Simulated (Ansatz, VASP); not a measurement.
# OsSe in VASP and in Ansatz

POSCAR

```
OsSe
1.0
    0.0000000000      2.7347795838      2.7347795838
    2.7347795838      0.0000000000      2.7347795838
    2.7347795838      2.7347795838      0.0000000000
Os Se
1 1
Direct
    0.0000000000      0.0000000000      0.0000000000
    0.2500000000      0.2500000000      0.2500000000
```

INCAR.step1

```
SYSTEM = OsSe
  PREC = Accurate
  ENCUT = 520
  ISMEAR = 0
  SIGMA = 0.05
  LREAL = .FALSE.
  LASPH = .TRUE.
  NELM = 150
  ISPIN = 2
  MAGMOM = 1 0
  LMAXMIX = 4
  NBANDS = 18
  GGA = PE
  ALGO = Normal
  EDIFF = 1E-4
  LWAVE = .TRUE.
  LCHARG = .FALSE.
```

Contents of INCAR.step2:

```
SYSTEM = OsSe
  PREC = Accurate
  ENCUT = 520
  EDIFF = 1E-6
  ISMEAR = 0
  SIGMA = 0.05
  LREAL = .FALSE.
  LASPH = .TRUE.
  NELM = 150
  ALGO = Normal
  ISIF = 2
  LWAVE = .FALSE.
  LCHARG = .FALSE.
  ISPIN = 2
  MAGMOM = 1 0
  LORBIT = 11
  LMAXMIX = 4
  METAGGA = R2SCAN
  LMIXTAU = .TRUE.
  NBANDS = 18
  ISTART = 1
```

File KPOINTS:

```
Automatic mesh
0
G
  10 10 10
  0 0 0
```

Input for Ansatz:

```yaml
crystal:
  lattice:
    - [0.0, 2.7347795838, 2.7347795838]
    - [2.7347795838, 0.0, 2.7347795838]
    - [2.7347795838, 2.7347795838, 0.0]
  atoms:
    - { symbol: Os, position: [0.0, 0.0, 0.0], spin: 1.0 }
    - { symbol: Se, position: [0.25, 0.25, 0.25] }
basis:
  ecutwfc: 500
  ecutrho_ratio: 4
kpoints:
  mp_grid: { grid: [10, 10, 10] }
hamiltonian:
  xc: r2scan
scf:
  occupations: { method: gaussian, width: 0.05 }
  eigensolver: { kind: davidson }
output:
  forces: true
  stress: true
magnetization:
  spin_polarized: true
accuracy: medium
```

Alike in both runs: task single point; functional r2SCAN; k mesh 10 × 10 × 10; occupations gaussian, width 0.05 eV; collinear spin.

|  | VASP | Ansatz |
| --- | --- | --- |
| version | VASP 6.6.1 | Ansatz 0.2.0 |
| potentials or method | VASP PAW PBE potentials, release 64 (Os, Se), cutoff 520 eV | scalar-relativistic, plane waves, PAW |
| valence electrons in the cell | 14 | 32 |

```csv
,VASP,Ansatz,Ansatz less VASP
pressure (GPa),0.6,-0.1,-0.71
net moment per atom (μB),0.06,0.07,+0.002
size of the moment on the site where the two differ most (μB),0.12,0.10,-0.025
```

VASP's potentials were made for PBE, not for r2SCAN. Site moments also hang on the region over which each program counts them. VASP's potentials hold 14 valence electrons a cell and Ansatz's 32, so a difference there can come from the potentials and not from the codes. Ansatz's warnings: stability check not made.

Neither program's run includes spin-orbit coupling.
